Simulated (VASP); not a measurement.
Runs of VASP 6.6.1 on Sr3Ag. The structure is that of space group Pm-3m (No. 221), or close to it. The cells are those of the table. 

```tsv
cell	gap on the mesh (eV)	pressure (GPa)
a = 5.599 Å, 4 atoms	none	-0.8
a = 5.491 Å, 4 atoms	none	0.0
a = 5.417 Å, 4 atoms	none	(a)
a = 5.454 Å, 4 atoms	none	(b)
a = 5.563 Å, 4 atoms	none	-0.5
a = 5.379 Å, 4 atoms	none	1.1
a = 5.527 Å, 4 atoms	none	-0.3
```

Alike in all rows: task single point; level PBE; potentials or basis VASP PAW PBE potentials, release 64 (Ag, Sr_sv); no spin polarisation; k mesh 5 × 5 × 5; cutoff (eV) 520; smearing fermi-dirac 0.05 eV.

**Question.** Fill in the values left out.

**Answer.** (a) 0.7; (b) 0.4.

A k mesh can miss the band edges, and the runs leave out spin-orbit coupling on Ag, Sr.

A gap of «none» marks levels without a gap at the run's occupations.
